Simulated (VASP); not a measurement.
# Te (C2/m) in VASP: further runs

Te is run at these levels: LDA; tasks: single point.

Everything below comes from runs of VASP 6.6.1. Logs are shortened: lines on timing, memory, paths and dates and some standing lists are left out, and cuts for length are marked.

**1. The cell of the first run**

It takes space group C2/m (No. 12, monoclinic). The conventional cell has a = 8.354 Å, b = 4.678 Å, c = 3.906 Å, α = 90.00°, β = 91.89°, γ = 90.00°. Within 4.0 Å of Te (site symmetry m) lie 14 Te at 2.95 to 3.95 Å. Within 4.0 Å of Te (site symmetry 2/m) lie 14 Te at 2.95 to 3.91 Å.

**2. Single point, LDA (25.43 Å³/atom)**

INCAR

```
ALGO = Normal
EDIFF = 1E-6
ENCUT = 520
GGA = CA
ISIF = 2
ISMEAR = -1
LASPH = True
LCHARG = False
LREAL = False
LWAVE = False
NBANDS = 16
NELM = 60
PREC = Accurate
SIGMA = 0.05
```

KPOINTS

```
k-points
0
Gamma
  8 8 8
```

POSCAR

```
Te
1.0
    4.1768754176     -2.3391528283      0.0000000000
    4.1768754176      2.3391528283      0.0000000000
   -0.1286869460      0.0000000000      3.9038657409
Te
3
Direct
    0.6760000000      0.6760000000      0.6750000000
    0.3240000000      0.3240000000      0.3250000000
    0.0000000000      0.0000000000      0.0000000000
```

Potentials or basis: VASP PAW LDA potentials, release 64 (Te).

Command:

```console
$ cat potpaw_LDA.64/Te/POTCAR > POTCAR
$ mpirun -np 1 vasp_std > vasp.out
```

OUTCAR:

```text
EDIFF = 1E-6
   ENCUT = 520
   GGA = CA
   ISIF = 2
   ISMEAR = -1
   LASPH = True
   LREAL = False
   NELM = 60
   PREC = Accurate

 ion  position               nearest neighbor table
   1  0.676  0.676  0.675-   3 2.95   2 3.00   2 3.00   3 3.06   3 3.06   2 3.20   2 3.64   2 3.64

   2  0.324  0.324  0.325-   3 2.95   1 3.00   1 3.00   3 3.06   3 3.06   1 3.20   1 3.64   1 3.64

   3  0.000  0.000  0.000-   1 2.95   2 2.95   1 3.06   1 3.06   2 3.06   2 3.06

  LATTYP: Found a base centered monoclinic cell.
 ALAT       =     8.3537508352
 B/A-ratio  =     0.5600245625
 C/A-ratio  =     0.4675727417
 COS(beta)  =    -0.0329460833

  Lattice vectors:

 A1 = (   4.1768754176,  -2.3391528283,   0.0000000000)
 A2 = (   4.1768754176,   2.3391528283,   0.0000000000)
 A3 = (  -0.1286869460,   0.0000000000,   3.9038657409)

Analysis of symmetry for initial positions (statically):
=====================================================================
 Subroutine PRICEL returns:
 Original cell was already a primitive cell.

 Routine SETGRP: Setting up the symmetry group for a
 base centered monoclinic supercell.

 Subroutine GETGRP returns: Found  4 space group operations
 (whereof  4 operations were pure point group operations)
 out of a pool of  4 trial point group operations.

The static configuration has the point symmetry C_2h.

Analysis of symmetry for dynamics (positions and initial velocities):
=====================================================================
 Subroutine PRICEL returns:
 Original cell was already a primitive cell.

 Routine SETGRP: Setting up the symmetry group for a
 base centered monoclinic supercell.

 Subroutine GETGRP returns: Found  4 space group operations
 (whereof  4 operations were pure point group operations)
 out of a pool of  4 trial point group operations.

The dynamic configuration has the point symmetry C_2h.

 Subroutine INISYM returns: Found  4 space group operations
 (whereof  4 operations are pure point group operations),
 and found     1 'primitive' translations

----------------------------------------------------------------------------------------

                                     Primitive cell

  volume of cell :      76.2843

  direct lattice vectors                    reciprocal lattice vectors
     4.176875418 -2.339152828  0.000000000     0.119706707 -0.213752600  0.003946009
     4.176875418  2.339152828  0.000000000     0.119706707  0.213752600  0.003946009
    -0.128686946  0.000000000  3.903865741     0.000000000  0.000000000  0.256156350

  length of vectors
     4.787266883  4.787266883  3.905986182     0.245021307  0.245021307  0.256156350

  position of ions in fractional coordinates (direct lattice)
     0.676000000  0.676000000  0.675000000
     0.324000000  0.324000000  0.325000000
     0.000000000  0.000000000  0.000000000

  ion indices of the primitive-cell ions
   primitive index   ion index
                 1           1
                 2           2
                 3           3

----------------------------------------------------------------------------------------

 KPOINTS: k-points

Automatic generation of k-mesh.
 Grid dimensions read from file:
 generate k-points for:    8    8    8

 Generating k-lattice:

  Cartesian coordinates                     Fractional coordinates (reciprocal lattice)
     0.014963338 -0.026719075  0.000493251     0.125000000  0.000000000  0.000000000
     0.014963338  0.026719075  0.000493251     0.000000000  0.125000000  0.000000000
     0.000000000  0.000000000  0.032019544     0.000000000  0.000000000  0.125000000

  Length of vectors
     0.030627663  0.030627663  0.032019544

  Shift w.r.t. Gamma in fractional coordinates (k-lattice)
     0.000000000  0.000000000  0.000000000

 Subroutine IBZKPT returns following result:
 ===========================================

 Found    150 irreducible k-points:

 Following reciprocal coordinates:
            Coordinates               Weight
  0.000000  0.000000  0.000000      1.000000
  0.125000  0.000000  0.000000      4.000000
  0.250000  0.000000  0.000000      4.000000
  0.375000  0.000000  0.000000      4.000000
  0.500000  0.000000  0.000000      2.000000
  0.125000  0.125000  0.000000      2.000000
[... 16 lines left out ...]
  0.125000  0.000000  0.125000      4.000000
  0.250000  0.000000  0.125000      4.000000
 [... further k-points ...]
   k-points           NKPTS =    150   k-points in BZ     NKDIM =    150   number of bands    NBANDS=     16
   number of dos      NEDOS =    301   number of ions     NIONS =      3
   total plane-waves  NPLWV =  38880
   dimension x,y,z NGX =    36 NGY =   36 NGZ =   30
   dimension x,y,z NGXF=    72 NGYF=   72 NGZF=   60
   ions per type =               3
   NGX,Y,Z   is equivalent  to a cutoff of  12.50, 12.50, 12.77 a.u.
   NGXF,Y,Z  is equivalent  to a cutoff of  25.00, 25.00, 25.54 a.u.
 SYSTEM =  unknown system
   PREC   = accura    normal or accurate (medium, high low for compatibility)
   ISTART =      0    job   : 0-new  1-cont  2-samecut
   ICHARG =      2    charge: 1-file 2-atom 10-const
   ISPIN  =      1    spin polarized calculation?
   LNONCOLLINEAR =      F non collinear calculations
   LSORBIT =      F    spin-orbit coupling
   LASPH  =      T    aspherical Exc in radial PAW
   ENCUT  =  520.0 eV  38.22 Ry    6.18 a.u.   8.90  8.90  7.26*2*pi/ulx,y,z
   NELM   =     60;   NELMIN=  2; NELMDL= -5     # of ELM steps
   EDIFF  = 0.1E-05   stopping-criterion for ELM
   LREAL  =      F    real-space projection
   EDIFFG = 0.1E-04   stopping-criterion for IOM
   NSW    =      0    number of steps for IOM
   IBRION =     -1    ionic relax: 0-MD 1-quasi-New 2-CG
   NFREE  =      0    steps in history (QN), initial steepest desc. (CG)
   ISIF   =      2    stress and relaxation
   ISYM   =      2    0-nonsym 1-usesym 2-fastsym
   POTIM  = 0.5000    time-step for ionic-motion
   TEBEG  =    0.0;   TEEND  =   0.0 temperature during run
   PSTRESS=    0.0 pullay stress
   NELECT =      18.0000    total number of electrons
   NUPDOWN=      -1.0000    fix difference up-down
   EMIN   =  10.00;   EMAX   =-10.00  energy-range for DOS
   EFERMI =   0.00;   METHOD = LEGACY
   ISMEAR =    -1;   SIGMA  =   0.05  broadening in eV -4-tet -1-fermi 0-gaus
[... 39 lines left out ...]
  band No.  band energies     occupation
      1      -5.6819      2.00000
      2      -0.1043      2.00000
      3      -0.0593      2.00000
      4       4.5889      2.00000
      5       4.8678      2.00000
      6       5.4014      2.00000
[... 8 lines left out ...]
     15      16.7267      0.00000
     16      16.7977      0.00000

 k-point     2 :       0.1250    0.0000    0.0000
  band No.  band energies     occupation
      1      -5.5481      2.00000
      2      -0.3972      2.00000
      3      -0.2592      2.00000
      4       4.0020      2.00000
      5       4.5015      2.00000
      6       5.7953      2.00000
[... 8 lines left out ...]
     15      16.3134      0.00000
     16      16.9807      0.00000

 k-point     3 :       0.2500    0.0000    0.0000
  band No.  band energies     occupation
      1      -5.1491      2.00000
      2      -1.3222      2.00000
      3      -0.5653      2.00000
      4       3.4169      2.00000
      5       4.6708      2.00000
      6       6.3911      2.00000
[... 8 lines left out ...]
     15      15.8706      0.00000
     16      17.8853      0.00000

 k-point     4 :       0.3750    0.0000    0.0000
  band No.  band energies     occupation
      1      -4.4955      2.00000
      2      -2.4806      2.00000
      3      -0.7897      2.00000
      4       3.0071      2.00000
      5       5.5415      2.00000
      6       6.6680      2.00000
[... 8 lines left out ...]
     15      15.8345      0.00000
     16      16.4169      0.00000

 k-point     5 :       0.5000    0.0000    0.0000
  band No.  band energies     occupation
      1      -3.7396      2.00000
      2      -3.4298      2.00000
      3      -0.8699      2.00000
      4       2.8669      2.00000
      5       6.7146      2.00000
      6       6.7510      2.00000
[... 8 lines left out ...]
     15      15.2830      0.00000
     16      16.3007      0.00000

 k-point     6 :       0.1250    0.1250    0.0000
  band No.  band energies     occupation
      1      -5.5535      2.00000
      2      -0.4453      2.00000
      3      -0.2226      2.00000
      4       4.2047      2.00000
      5       4.3208      2.00000
      6       6.0340      2.00000
[... 8 lines left out ...]
     15      16.4446      0.00000
     16      17.3087      0.00000

 k-point     7 :       0.2500    0.1250    0.0000
  band No.  band energies     occupation
      1      -5.2924      2.00000
      2      -0.8665      2.00000
      3      -0.7084      2.00000
      4       4.0721      2.00000
      5       4.1774      2.00000
      6       6.4086      2.00000
[... 8 lines left out ...]
     15      17.1941      0.00000
     16      17.3707      0.00000

 k-point     8 :       0.3750    0.1250    0.0000
  band No.  band energies     occupation
      1      -4.7707      2.00000
      2      -1.8062      2.00000
      3      -1.1518      2.00000
      4       3.7412      2.00000
      5       4.8721      2.00000
      6       6.7289      2.00000
[... 8 lines left out ...]
     15      16.2665      0.00000
     16      17.0509      0.00000

 k-point     9 :       0.5000    0.1250    0.0000
  band No.  band energies     occupation
      1      -4.0107      2.00000
      2      -2.9289      2.00000
      3      -1.3247      2.00000
      4       3.5235      2.00000
      5       6.0163      2.00000
      6       6.8727      2.00000
[... 8 lines left out ...]
     15      14.9760      0.00000
     16      17.1373      0.00000
[... 172 lines left out ...]
 k-point    19 :       0.5000    0.3750   -0.0000
  band No.  band energies     occupation
      1      -4.0721      2.00000
      2      -2.9815      2.00000
      3      -1.2012      2.00000
      4       3.6667      2.00000
      5       6.0473      2.00000
      6       6.5054      2.00000
[... 8 lines left out ...]
     15      14.9662      0.00000
     16      17.0930      0.00000

 k-point    20 :      -0.3750    0.3750    0.0000
  band No.  band energies     occupation
      1      -3.5105      2.00000
      2      -3.0549      2.00000
      3      -2.1575      2.00000
      4       4.9724      2.00000
      5       6.2768      2.00000
      6       6.5251      2.00000
[... 8 lines left out ...]
     15      13.7886      0.00000
     16      18.0667      0.00000

 k-point    21 :       0.5000    0.5000    0.0000
  band No.  band energies     occupation
      1      -3.8983      2.00000
      2      -3.3906      2.00000
      3      -0.7375      2.00000
      4       3.0254      2.00000
      5       6.3085      2.00000
      6       6.7074      2.00000
[... 8 lines left out ...]
     15      15.5310      0.00000
     16      16.1218      0.00000

 k-point    22 :       0.0000    0.0000    0.1250
  band No.  band energies     occupation
      1      -5.5482      2.00000
      2      -0.7816      2.00000
      3       0.4791      2.00000
      4       4.6515      2.00000
      5       4.9621      2.00000
      6       5.5527      2.00000
[... 8 lines left out ...]
     15      15.4255      0.00000
     16      17.4507      0.00000

 k-point    23 :       0.1250    0.0000    0.1250
  band No.  band energies     occupation
      1      -5.4102      2.00000
      2      -0.9495      2.00000
      3       0.1850      2.00000
      4       3.9798      2.00000
      5       4.3705      2.00000
      6       6.1040      2.00000
[... 8 lines left out ...]
     15      16.2797      0.00000
     16      16.8496      0.00000

 k-point    24 :       0.2500    0.0000    0.1250
  band No.  band energies     occupation
      1      -5.0075      2.00000
      2      -1.5715      2.00000
      3      -0.2719      2.00000
      4       3.4736      2.00000
      5       3.8604      2.00000
      6       6.9616      2.00000
[... 8 lines left out ...]
     15      16.7330      0.00000
     16      17.5620      0.00000

 [... further k-points ...]
[... 5 lines left out ...]
  --------------------------------------------------------------------------------------
  -------------------------------------------------------------------------------------
  Total        4.1271913      4.2184363      4.0694841      0.0000000      0.0000000      0.4862984
  in kB       86.6822545     88.5986473     85.4702449      0.0000000      0.0000000     10.2135906
  external PRESSURE =      86.9170489 kB  Pullay stress =       0.0000000 kB

 VOLUME and BASIS-vectors are now :
 -----------------------------------------------------------------------------
  energy-cutoff  :      520.00
  volume of cell :       76.28
      direct lattice vectors                 reciprocal lattice vectors
     4.176875418 -2.339152828  0.000000000     0.119706707 -0.213752600  0.003946009
     4.176875418  2.339152828  0.000000000     0.119706707  0.213752600  0.003946009
    -0.128686946  0.000000000  3.903865741     0.000000000  0.000000000  0.256156350

 POSITION                                       TOTAL-FORCE (eV/Angst)
 -----------------------------------------------------------------------------------
      5.56027      0.00000      2.63511        -0.533295      0.000000     -0.220741
      2.66479      0.00000      1.26876         0.533295      0.000000      0.220741
      0.00000      0.00000      0.00000        -0.000000      0.000000      0.000000
 -----------------------------------------------------------------------------------
    total drift:                               -0.000000      0.000000      0.000000

  FREE ENERGIE OF THE ION-ELECTRON SYSTEM (eV)
  ---------------------------------------------------
  free  energy   TOTEN  =       -10.9834839337 eV

  energy  without entropy=      -10.9690861724  energy(sigma->0) =      -10.97628505
```

Run time: 68 s. Hardware: 1 thread of Intel Xeon Platinum 8488C (Sapphire Rapids), shared host; peak memory 0.26 GiB.

What came out:

```
Free energy            : -10.9835 eV
Pressure               : 8.7 GPa
Largest force          : 0.577 eV/Å
Band gap on the k mesh : zero (bands 9 and 10 overlap by 3.70 eV)
```

Forces on the atoms (eV/Å):
```
Te  -0.533  0.000 -0.221
Te   0.533  0.000  0.221
Te   0.000  0.000  0.000
```

Caveat: the cell stands under pressure; spin-orbit coupling is left out, which moves the levels of the heavy elements.

**3. Single point, LDA (25.96 Å³/atom)**

This run uses another cell than the first one, of 25.96 Å³/atom.

INCAR

```
SYSTEM = Te
ALGO = Normal
EDIFF = 1E-6
ENCUT = 520
ISIF = 2
ISMEAR = -1
LASPH = .TRUE.
LCHARG = .TRUE.
LELF = .TRUE.
LREAL = .FALSE.
LVHAR = .TRUE.
LWAVE = .FALSE.
NBANDS = 16
NELM = 80
PREC = Accurate
SIGMA = 0.05
```

KPOINTS

```
k-points
0
G
  8 8 8
  0 0 0
```

POSCAR

```
Te
1.0
    4.2056823652     -2.3552854265      0.0000000000
    4.2056823652      2.3552854265      0.0000000000
   -0.1295744703      0.0000000000      3.9307898038
Te
3
Direct
    0.6760000000      0.6760000000      0.6750000000
    0.3240000000      0.3240000000      0.3250000000
    0.0000000000      0.0000000000      0.0000000000
```

Potentials or basis: VASP PAW LDA potentials, release 64 (Te).

Command:

```console
$ cat potpaw_LDA.64/Te/POTCAR > POTCAR
$ mpirun -np 1 vasp_std > vasp.out
```

Wall time 71 s (1 thread of Intel Xeon Platinum 8488C (Sapphire Rapids), shared host); peak memory 0.26 GiB.

Results (log left out):

| Item | Value |
| --- | --- |
| Free energy | -11.0595 eV |
| Pressure | 6.7 GPa |
| Largest force | 0.517 eV/Å |
| Band gap on the k mesh | zero (bands 9 and 10 overlap by 3.56 eV) |

Forces in eV/Å, atoms in the order of the input:
```
Te  -0.473  0.000 -0.210
Te   0.473  0.000  0.210
Te   0.000  0.000  0.000
```

Stress tensor (GPa, compression positive):
```
6.33 0.00 1.00
0.00 6.52 0.00
1.00 0.00 7.14
```

Levels at points of the mesh, in eV from the Fermi level:
| k point | band 5 | band 6 | band 7 | band 8 | band 9 | band 10 | band 11 | band 12 | band 13 | band 14 |
| --- | --- | --- | --- | --- | --- | --- | --- | --- | --- | --- |
| (0.00, 0.00, 0.00) | -4.55 | -4.02 | -4.00 | -2.24 | -1.92 | 1.60 | 2.98 | 3.33 | 5.71 | 6.06 |
| (0.50, 0.00, 0.00) | -2.77 | -2.74 | -2.66 | 0.14 | 0.22 | 0.46 | 0.89 | 2.83 | 3.69 | 5.69 |
| (0.50, 0.50, 0.00) | -3.15 | -2.78 | -2.34 | 0.44 | 0.54 | 0.64 | 0.77 | 2.42 | 3.37 | 5.70 |
| (0.00, 0.00, 0.50) | -3.87 | -2.81 | -2.72 | -1.93 | -1.89 | -1.86 | -1.68 | -1.09 | 2.66 | 2.97 |
| (0.50, 0.00, 0.50) | -4.56 | -4.47 | -3.99 | -3.81 | 1.71 | 1.90 | 1.95 | 3.22 | 6.74 | 7.05 |
| (0.50, 0.50, 0.50) | -4.11 | -4.07 | -4.00 | -3.83 | 1.55 | 1.75 | 2.29 | 2.68 | 6.64 | 7.07 |

Caveat: the cell stands under pressure; spin-orbit coupling is left out, which moves the levels of the heavy elements.

**4. Single point, LDA (26.22 Å³/atom)**

This run uses another cell than the first one, of 26.22 Å³/atom.

INCAR

```
SYSTEM = Te
ALGO = Normal
EDIFF = 1E-7
ENCUT = 520
GGA = CA
ISIF = 2
ISMEAR = -1
LASPH = .True.
LCHARG = .False.
LREAL = .False.
LWAVE = .False.
NBANDS = 16
NELM = 60
PREC = Accurate
SIGMA = 0.05
```

KPOINTS

```
k-points
0
Gamma
  8 8 8
  0 0 0
```

POSCAR

```
Te
1.0
    4.2199390247     -2.3632695060      0.0000000000
    4.2199390247      2.3632695060      0.0000000000
   -0.1300137091      0.0000000000      3.9441146169
Te
3
Direct
    0.6760000000      0.6760000000      0.6750000000
    0.3240000000      0.3240000000      0.3250000000
    0.0000000000      0.0000000000      0.0000000000
```

Command:

```console
$ cat potpaw_LDA.64/Te/POTCAR > POTCAR
$ mpirun -np 1 vasp_std > vasp.out
```

Wall time 83 s (1 thread of Intel Xeon Platinum 8488C (Sapphire Rapids), shared host); peak memory 0.26 GiB.

The run converged. Its results:

```
Free energy            : -11.0903 eV
Pressure               : 5.7 GPa
Largest force          : 0.489 eV/Å
Band gap on the k mesh : zero (bands 9 and 10 overlap by 3.50 eV)
```

Forces on the atoms (eV/Å):
```
Te  -0.444  0.000 -0.204
Te   0.444  0.000  0.204
Te   0.000  0.000  0.000
```

Stress tensor (GPa, compression positive):
```
5.25 0.00 0.99
0.00 5.44 0.00
0.99 0.00 6.50
```

Levels at points of the mesh, in eV from the Fermi level:
```
           k point  band 6  band 7  band 8  band 9  band 10  band 11  band 12  band 13
(0.00, 0.00, 0.00)   -3.97   -3.95   -2.20   -1.89     1.57     2.95     3.29     5.71
(0.50, 0.00, 0.00)   -2.72   -2.63    0.13    0.20     0.46     0.89     2.86     3.64
(0.50, 0.50, 0.00)   -2.76   -2.33    0.44    0.52     0.62     0.76     2.46     3.32
(0.00, 0.00, 0.50)   -2.78   -2.70   -1.90   -1.86    -1.82    -1.64    -1.06     2.71
(0.50, 0.00, 0.50)   -4.42   -3.94   -3.76    1.67     1.88     1.92     3.19     6.74
(0.50, 0.50, 0.50)   -4.02   -3.96   -3.79    1.53     1.72     2.25     2.66     6.65
```

Caveat: the cell stands under pressure; spin-orbit coupling is left out, which moves the levels of the heavy elements.

**5. Overview**

| cell | gap on the mesh (eV) | pressure (GPa) | largest force (eV/Å) |
| --- | --- | --- | --- |
| a = 4.787, b = 4.787, c = 3.906 Å, angles 91.6, 91.6, 58.5°, 3 atoms | none | 8.7 | 0.58 |
| a = 4.820, b = 4.820, c = 3.933 Å, angles 91.6, 91.6, 58.5°, 3 atoms | none | 6.7 | 0.52 |
| a = 4.837, b = 4.837, c = 3.946 Å, angles 91.6, 91.6, 58.5°, 3 atoms | none | 5.7 | 0.49 |

Alike in all rows: task single point; level LDA; potentials or basis VASP PAW LDA potentials, release 64 (Te); no spin polarisation; k mesh 8 × 8 × 8; cutoff (eV) 520; smearing fermi-dirac 0.05 eV.

Caveats: the cell stands under pressure; spin-orbit coupling is left out, which moves the levels of the heavy elements.

Total energies depend on the potentials used, so only differences within one code and one set of settings carry meaning.
